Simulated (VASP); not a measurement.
# CoO (Pm-3m) in VASP: a series of runs, part 2 of 2

VASP 6.6.1. Earlier steps stand in the parts before.

## Step 4: Single point, r2SCAN+U

This run uses another cell than the first one, of 9.11 Å³/atom, 1.163 times its volume.

File POSCAR:

```
CoO
1.0
    2.6314420519      0.0000000000      0.0000000000
    0.0000000000      2.6314420519      0.0000000000
    0.0000000000      0.0000000000      2.6314420519
Co O
1 1
Direct
    0.0000000000      0.0000000000      0.0000000000
    0.5000000000      0.5000000000      0.5000000000
```

File INCAR.step1:

```
SYSTEM = CoO
PREC = Accurate
ENCUT = 660
ISMEAR = 0
SIGMA = 0.02
LREAL = .FALSE.
LASPH = .TRUE.
NELM = 200
LMAXMIX = 4
LDAU = .TRUE.
LDAUTYPE = 2
LDAUL = 2 -1
LDAUU = 3.32 0
LDAUJ = 0 0
NBANDS = 18
GGA = PE
ALGO = Normal
EDIFF = 1E-5
LWAVE = .TRUE.
LCHARG = .FALSE.
GGA_COMPAT = .FALSE.
```

File INCAR.step2:

```
SYSTEM = CoO
PREC = Accurate
ENCUT = 660
EDIFF = 1E-6
ISMEAR = 0
SIGMA = 0.02
LREAL = .FALSE.
LASPH = .TRUE.
NELM = 200
ALGO = Normal
ISIF = 2
LWAVE = .FALSE.
LCHARG = .FALSE.
LMAXMIX = 4
LDAU = .TRUE.
LDAUTYPE = 2
LDAUL = 2 -1
LDAUU = 3.32 0
LDAUJ = 0 0
LDAUPRINT = 1
METAGGA = R2SCAN
LMIXTAU = .TRUE.
NBANDS = 18
ISTART = 1
GGA_COMPAT = .FALSE.
```

File KPOINTS:

```
regular mesh
0
G
  10 10 10
  0 0 0
```

Started as:

```sh
$ cat potpaw_PBE.64/Co_sv/POTCAR potpaw_PBE.64/O/POTCAR > POTCAR
$ cp INCAR.step1 INCAR
$ mpirun -np 1 vasp_std > vasp.out
$ cp INCAR.step2 INCAR
$ mpirun -np 1 vasp_std > vasp.out
```

It took 65 s on 1 thread of AMD EPYC 9R45 (Zen 5), shared host; peak memory 0.13 GiB.

It converged, with:

```yaml
Free_energy: -15.6229 eV
Pressure: -23.8 GPa
```

Levels at points of the mesh, in eV from the Fermi level:
| k point | band 7 | band 8 | band 9 | band 10 | band 11 | band 12 | band 13 | band 14 | band 15 | band 16 |
| --- | --- | --- | --- | --- | --- | --- | --- | --- | --- | --- |
| (0.00, 0.00, 0.00) | -3.68 | -3.03 | -3.03 | -3.03 | -0.06 | -0.06 | -0.06 | 1.56 | 16.31 | 16.31 |
| (0.50, 0.00, 0.00) | -3.76 | -3.76 | -3.34 | -1.05 | 0.03 | 1.01 | 1.01 | 7.14 | 8.98 | 17.33 |
| (0.50, 0.50, 0.00) | -6.33 | -3.18 | -2.16 | -0.93 | -0.93 | -0.71 | -0.71 | 6.84 | 12.24 | 12.24 |
| (0.50, 0.50, 0.50) | -6.76 | -6.76 | -0.89 | -0.89 | 1.33 | 1.33 | 1.33 | 7.91 | 7.91 | 7.91 |

Eigenvalues of the final occupation matrices:
```tsv
site	spin	trace	eigenvalues
site 1 d	1	3.46	0.56 0.56 0.56 0.90 0.90
site 1 d	2	3.46	0.56 0.56 0.56 0.90 0.90
```

Caveat: the PAW data sets were made with another functional, which shifts forces and pressure a little; an odd number of electrons without spin polarisation forces a metal; a magnetic or distorted state may lie lower; the run has no spin polarisation, though such a crystal can be magnetic; U without spin polarisation on a metal has little footing. Spin polarisation is off, so any magnetic state and its effect on volume and gap are missing.

## Step 5: Single point, r2SCAN+U

This run uses another cell than the first one, of 8.75 Å³/atom, 1.116 times its volume.

File POSCAR:

```
CoO
1.0
    2.5958776645      0.0000000000      0.0000000000
    0.0000000000      2.5958776645      0.0000000000
    0.0000000000      0.0000000000      2.5958776645
Co O
1 1
Direct
    0.0000000000      0.0000000000      0.0000000000
    0.5000000000      0.5000000000      0.5000000000
```

INCAR.step1 is that of step 4.

INCAR.step2 is that of step 4.

File KPOINTS:

```
Automatic mesh
0
G
  10 10 10
  0 0 0
```

Potentials or basis: VASP PAW PBE potentials, release 64 (Co_sv, O).

Started as:

```sh
$ cat potpaw_PBE.64/Co_sv/POTCAR potpaw_PBE.64/O/POTCAR > POTCAR
$ cp INCAR.step1 INCAR
$ mpirun -np 1 vasp_std > vasp.out
$ cp INCAR.step2 INCAR
$ mpirun -np 1 vasp_std > vasp.out
```

OUTCAR:

```text
SYSTEM = CoO
   PREC = Accurate
   ENCUT = 660
   EDIFF = 1E-6
   ISMEAR = 0
   LREAL = .FALSE.
   LASPH = .TRUE.
   NELM = 200
   ISIF = 2
   METAGGA = R2SCAN
   ISTART = 1

 ion  position               nearest neighbor table
   1  0.000  0.000  0.000-   2 2.25   2 2.25   2 2.25   2 2.25   2 2.25   2 2.25   2 2.25   2 2.25

   2  0.500  0.500  0.500-   1 2.25   1 2.25   1 2.25   1 2.25   1 2.25   1 2.25   1 2.25   1 2.25

  LATTYP: Found a simple cubic cell.
 ALAT       =     2.5958776645

  Lattice vectors:

 A1 = (   2.5958776645,   0.0000000000,   0.0000000000)
[... 229 lines left out ...]
      6       5.8818      2.00000
[... 481 lines left out ...]
      5     -11.1497      2.00000
      6       2.5055      2.00000
[... 10 lines left out ...]
     17      29.3999      0.00000
     18      29.6620      0.00000

 [... further k-points ...]
[... 5 lines left out ...]
  --------------------------------------------------------------------------------------
  -------------------------------------------------------------------------------------
  Total       -1.9333954     -1.9333954     -1.9333954      0.0000000     -0.0000000      0.0000000
  in kB     -177.0837024   -177.0837024   -177.0837024      0.0000000     -0.0000000      0.0000000
  external PRESSURE =    -177.0837024 kB  Pullay stress =       0.0000000 kB

 VOLUME and BASIS-vectors are now :
 -----------------------------------------------------------------------------
  energy-cutoff  :      660.00
  volume of cell :       17.49
      direct lattice vectors                 reciprocal lattice vectors
     2.595877665  0.000000000  0.000000000     0.385226166  0.000000000  0.000000000
     0.000000000  2.595877665  0.000000000     0.000000000  0.385226166  0.000000000
     0.000000000  0.000000000  2.595877665     0.000000000  0.000000000  0.385226166

 POSITION                                       TOTAL-FORCE (eV/Angst)
 -----------------------------------------------------------------------------------
      0.00000      0.00000      0.00000         0.000000      0.000000      0.000000
      1.29794      1.29794      1.29794         0.000000      0.000000      0.000000
 -----------------------------------------------------------------------------------
    total drift:                                0.000000      0.000000     -0.000000

  FREE ENERGIE OF THE ION-ELECTRON SYSTEM (eV)
  ---------------------------------------------------
  free  energy   TOTEN  =       -15.7099686104 eV

  energy  without entropy=      -15.7086304023  energy(sigma->0) =      -15.70929951
```

OSZICAR.step1:

```text
N       E                     dE             d eps       ncg     rms          rms(c)
DAV:   1     0.268425561545E+03    0.26843E+03   -0.14929E+04  2452   0.345E+03
DAV:   2     0.348897371102E+01   -0.26494E+03   -0.25610E+03  2950   0.793E+02
DAV:   3    -0.101985761458E+02   -0.13688E+02   -0.13475E+02  2866   0.171E+02
DAV:   4    -0.103714479857E+02   -0.17287E+00   -0.17271E+00  2678   0.169E+01
DAV:   5    -0.103751119467E+02   -0.36640E-02   -0.36638E-02  2606   0.229E+00    0.122E+01
DAV:   6    -0.121979919460E+02   -0.18229E+01   -0.21863E+01  3138   0.987E+01    0.269E+01
DAV:   7    -0.847253570026E+01    0.37255E+01   -0.35765E+01  2774   0.827E+01    0.410E+00
DAV:   8    -0.835631514657E+01    0.11622E+00   -0.73360E-01  3004   0.129E+01    0.178E+00
DAV:   9    -0.839306613260E+01   -0.36751E-01   -0.66183E-02  2210   0.256E+00    0.154E+00
DAV:  10    -0.844353030549E+01   -0.50464E-01   -0.93016E-02  2612   0.446E+00    0.102E+00
DAV:  11    -0.844480761182E+01   -0.12773E-02   -0.39487E-01  2686   0.362E+00    0.111E+00
DAV:  12    -0.847671429422E+01   -0.31907E-01   -0.66213E-02  2976   0.297E+00    0.272E-01
DAV:  13    -0.847918062112E+01   -0.24663E-02   -0.41853E-03  2856   0.529E-01    0.461E-02
DAV:  14    -0.847916320111E+01    0.17420E-04   -0.77186E-05  2366   0.138E-01    0.485E-02
DAV:  15    -0.847916006979E+01    0.31313E-05   -0.33024E-06  1128   0.431E-02
   1 F= -.84791601E+01 E0= -.84788550E+01  d E =-.610223E-03
```

Wall time 29 s (1 thread of Intel Xeon 6975P-C (Granite Rapids), shared host); peak memory 0.15 GiB.

What came out:

```yaml
Free_energy: -15.7100 eV
Pressure: -17.7 GPa
```

Levels at points of the mesh, in eV from the Fermi level:
| k point | band 9 | band 10 | band 11 | band 12 | band 13 | band 14 |
| --- | --- | --- | --- | --- | --- | --- |
| (0.00, 0.00, 0.00) | -3.20 | -3.20 | -0.08 | -0.08 | -0.08 | 1.83 |
| (0.50, 0.00, 0.00) | -3.48 | -1.03 | 0.02 | 1.07 | 1.07 | 7.42 |
| (0.50, 0.50, 0.00) | -2.28 | -0.96 | -0.89 | -0.77 | -0.77 | 7.09 |
| (0.50, 0.50, 0.50) | -0.85 | -0.85 | 1.40 | 1.40 | 1.40 | 8.02 |

Eigenvalues of the final occupation matrices:
| site | spin | trace | eigenvalues |
| --- | --- | --- | --- |
| site 1 d | 1 | 3.47 | 0.56 0.56 0.56 0.89 0.89 |
| site 1 d | 2 | 3.47 | 0.56 0.56 0.56 0.89 0.89 |

Caveat: the PAW data sets were made with another functional, which shifts forces and pressure a little; an odd number of electrons without spin polarisation forces a metal; a magnetic or distorted state may lie lower; the run has no spin polarisation, though such a crystal can be magnetic; U without spin polarisation on a metal has little footing. Spin polarisation is off, so any magnetic state and its effect on volume and gap are missing.

## Step 6: Overview

```tsv
cell	gap on the mesh (eV)	pressure (GPa)
a = 2.502 Å, 2 atoms	none	6.9
a = 2.535 Å, 2 atoms	none	-3.4
a = 2.631 Å, 2 atoms	none	-23.8
a = 2.596 Å, 2 atoms	none	-17.7
```

Alike in all rows: task single point; level r2SCAN+U; potentials or basis VASP PAW PBE potentials, release 64 (Co_sv, O); no spin polarisation; Co d U = 3.32 eV; k mesh 10 × 10 × 10; cutoff (eV) 660; smearing gaussian 0.02 eV.

Caveats: the PAW data sets were made with another functional, which shifts forces and pressure a little; an odd number of electrons without spin polarisation forces a metal; a magnetic or distorted state may lie lower; the run has no spin polarisation, though such a crystal can be magnetic; U without spin polarisation on a metal has little footing.

Absolute energies hang on the potentials; compare differences alone.
